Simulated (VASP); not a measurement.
# BN: relaxation of the atoms with r2SCAN

BN:

```
B N
1.0
     2.50518    0.00000    0.00000
    -1.25259    2.16955    0.00000
     0.00000    0.00000    4.21384
B N
2 2
Direct
  0.33333 0.66667 0.99983
  0.66667 0.33333 0.49983
  0.33333 0.66667 0.37417
  0.66667 0.33333 0.87417
```

This cell differs from its parent crystal: strained cell.

```json
{
  "Program": "VASP 6.6.1",
  "Task": "relaxation of the atoms",
  "Functional": "r2SCAN",
  "Potentials or basis": "VASP PAW PBE potentials, release 64 (B, N)",
  "Cutoff": "520 eV",
  "k mesh": "9 × 9 × 6",
  "Occupations": "gaussian, width 0.02 eV",
  "Spin": "no spin polarisation",
  "Dipole correction": "no",
  "Further INCAR settings": "ALGO = Normal; EDIFF = 1e-06; IBRION = 2; EDIFFG = -0.002; NSW = 60"
}
```

```yaml
Energy_gained_by_relaxing: 0.0 meV/atom
Ionic_steps: 3
Pressure_after_relaxing: 13.4 GPa
Band_gap_on_the_k_mesh: 5.58 eV (least direct gap 8.91 eV)
```

Stress tensor (GPa, compression positive):
```
19.38  0.00  0.00
 0.00 19.38  0.00
 0.00  0.00  1.44
```

Final structure:
```xyz
4
Lattice="2.5052 0.0000 0.0000 -1.2526 2.1695 0.0000 0.0000 0.0000 4.2138" Properties=species:S:1:pos:R:3 pbc="T T T"
B     0.0000    1.4464    4.2134
B     1.2526    0.7232    2.1065
N     0.0000    1.4464    1.5764
N     1.2526    0.7232    3.6833
```

Levels at points of the mesh, in eV from the valence-band top:
```
           k point  band 6  band 7  band 8  band 9  band 10  band 11
(0.00, 0.00, 0.00)   -0.38    0.00    0.00    8.91     9.35     9.35
(0.00, 0.00, 0.50)   -1.19   -1.19   -1.19   10.75    10.75    10.95
```

It took 2.2 min on 1 thread of AMD EPYC 7R43 64-Core Processor (Zen 3), with other jobs on the host, peak memory 0.1 GiB.

Caveat: the cell differs from its parent crystal (strained cell); the PAW data sets were made with another functional, which shifts forces and pressure a little. A k mesh can miss the band edges.
